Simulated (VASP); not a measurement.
Input of a VASP 6.6.1 run:

The input INCAR:

```
PREC = Accurate
ENCUT = 520
EDIFF = 1E-7
ISMEAR = -1
SIGMA = 0.05
LREAL = False
LASPH = True
NELM = 80
ALGO = Normal
ISIF = 2
LWAVE = False
LCHARG = True
GGA = PS
LELF = True
LVHAR = True
NBANDS = 17
```

The input KPOINTS:

```
regular mesh
0
Gamma
  6 6 4
```

File POSCAR:

```
Pd
1.0
    2.7836650458      0.0000000000      0.0000000000
   -1.3918325229      2.4107246453      0.0000000000
    0.0000000000      0.0000000000      4.6288930000
Pd
2
Direct
    0.3333333333      0.6666666667      0.2500000000
    0.6666666667      0.3333333333      0.7500000000
```

Potentials or basis: VASP PAW PBE potentials, release 64 (Pd).

Run with:

```sh
$ cat potpaw_PBE.64/Pd/POTCAR > POTCAR
$ mpirun -np 1 vasp_std > vasp.out
```

Predict the pressure.

-11.2 GPa.

Predict the band gap on the k mesh.

zero (band 10 reaches 8.92 eV, above the bottom of band 11 at 8.10 eV).

Stress tensor (GPa, compression positive):
```
-11.96   0.00   0.00
  0.00 -11.96   0.00
  0.00   0.00  -9.65
```

Caveat: the k points lie up to 0.43 Å⁻¹ apart; the PAW data sets were made with another functional, which shifts forces and pressure a little.
